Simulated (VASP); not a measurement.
## Li: single point with LDA

The system is Li.

```
Li
1.0
     0.00000    2.20200    2.30109
     2.20200    0.00000    2.30109
     2.20200    2.20200    0.00000
Li
1
Direct
  0.00000 0.00000 0.00000
```

This cell differs from its parent crystal: strain +0.0450 x Voigt [0, 0, 1, 0, 0, 0].

* Program: VASP 6.6.1
* Task: single point
* Functional: LDA
* Potentials or basis: VASP PAW LDA potentials, release 64 (Li_sv)
* Cutoff: 520 eV
* k mesh: 18 × 18 × 18
* Occupations: gaussian, width 0.15 eV
* Spin: no spin polarisation
* Dipole correction: no
* Further INCAR settings: ALGO = Normal; EDIFF = 1e-07; NBANDS = 8

The band gap on the k mesh is zero (an odd number of electrons rules out a gap without spin polarisation).

Levels at points of the mesh, in eV from the Fermi level:
```
           k point  band 1  band 2  band 3  band 4  band 5  band 6  band 7
(0.00, 0.00, 0.00)  -45.81   -3.38   13.16   13.16   13.18   17.06   17.22
(0.50, 0.00, 0.00)  -45.80    0.01    2.65   11.20   11.94   15.16   16.07
(0.50, 0.50, 0.00)  -45.79    1.09    4.03    8.18    8.18   10.46   14.45
(0.50, 0.00, 0.50)  -45.79    1.60    4.60    7.50    7.72    9.89   13.93
```

Wall time 42 s on 1 thread of Intel(R) Xeon(R) Platinum 8259CL CPU @ 2.50GHz (Skylake/Cascade Lake), on a shared host, peak memory 0.17 GiB.

Caveat: the cell differs from its parent crystal (strain +0.0450 x Voigt [0, 0, 1, 0, 0, 0]).
